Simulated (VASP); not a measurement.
# Si2Mo: single point with PBE

Crystal: Si2Mo.

```
Si Mo
1.0
     3.21694    3.21694    0.00000
    -3.21694    3.21694    0.00000
     0.00000    0.00000    7.87334
Si Mo
8 4
Direct
  0.00000 0.00000 0.66493
  0.00000 0.50000 0.16493
  0.50000 0.00000 0.16493
  0.50000 0.50000 0.66493
  0.00000 0.00000 0.33507
  0.00000 0.50000 0.83507
  0.50000 0.00000 0.83507
  0.50000 0.50000 0.33507
  0.00000 0.00000 0.00000
  0.00000 0.50000 0.50000
  0.50000 0.00000 0.50000
  0.50000 0.50000 0.00000
```

```
Program             : VASP 6.6.1
Task                : single point
Functional          : PBE
Potentials or basis : VASP PAW PBE potentials, release 64 (Si, Mo_sv)
Cutoff              : 520 eV
k mesh              : 7 × 7 × 5
Occupations         : methfessel-paxton, width 0.1 eV
Spin                : no spin polarisation
```

```json
{"Pressure": "0.1 GPa", "Largest force": "0.021 eV/Å", "Band gap on the k mesh": "zero (bands 44 and 45 overlap by 0.68 eV)"}
```

Forces on the atoms (eV/Å):
```
Si   0.000  0.000 -0.021
Si   0.000  0.000 -0.021
Si   0.000  0.000 -0.021
Si   0.000  0.000 -0.021
Si   0.000  0.000  0.021
Si   0.000  0.000  0.021
Si   0.000  0.000  0.021
Si   0.000  0.000  0.021
Mo   0.000  0.000  0.000
Mo   0.000  0.000  0.000
Mo   0.000  0.000  0.000
Mo   0.000  0.000  0.000
```

Stress tensor (GPa, compression positive):
```
 0.20  0.00  0.00
 0.00  0.20  0.00
 0.00  0.00 -0.02
```

Levels at points of the mesh, in eV from the Fermi level:
```
           k point  band 40  band 41  band 42  band 43  band 44  band 45  band 46  band 47  band 48  band 49
(0.00, 0.00, 0.00)    -1.08    -0.44    -0.44    -0.36    -0.36     0.49     0.62     2.40     2.40     2.80
```

It took 4.2 min on 1 thread of Intel(R) Xeon(R) Platinum 8488C (Sapphire Rapids), on a shared host, peak memory 0.36 GiB.
